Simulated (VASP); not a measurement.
A run of VASP 6.6.1 is set up as follows.

File POSCAR:

```
Zr
1.0
    3.2806595062      0.0000000000      0.0000000000
   -1.6403297531      2.8411344735      0.0000000000
    0.0000000000      0.0000000000      5.1941774355
Zr
2
Direct
    0.3333333333      0.6666666667      0.2500000000
    0.6666666667      0.3333333333      0.7500000000
```

Contents of INCAR.step1:

```
PREC = Accurate
ENCUT = 520
ISMEAR = 0
SIGMA = 0.1
LREAL = F
LASPH = T
NELM = 80
NBANDS = 19
GGA = PE
ALGO = Normal
EDIFF = 1E-4
LWAVE = T
LCHARG = F
```

INCAR.step2

```
PREC = Accurate
ENCUT = 520
EDIFF = 1E-6
ISMEAR = 0
SIGMA = 0.1
LREAL = F
LASPH = T
NELM = 80
ALGO = Normal
ISIF = 2
LWAVE = F
LCHARG = T
METAGGA = R2SCAN
LMIXTAU = T
LELF = T
LVHAR = T
NBANDS = 19
ISTART = 1
```

File KPOINTS:

```
Automatic mesh
0
Gamma
  15 15 8
```

Potentials or basis: VASP PAW PBE potentials, release 64 (Zr_sv).

The run is started by

```sh
$ cat potpaw_PBE.64/Zr_sv/POTCAR > POTCAR
$ cp INCAR.step1 INCAR
$ mpirun -np 1 vasp_std > vasp.out
$ cp INCAR.step2 INCAR
$ mpirun -np 1 vasp_std > vasp.out
```

(1) Estimate the band gap on the k mesh.

(2) Estimate the pressure.

Results:

(1) zero (bands 12 and 13 overlap by 1.26 eV).

(2) -2.7 GPa.

Caveat: the PAW data sets were made with another functional, which shifts forces and pressure a little.
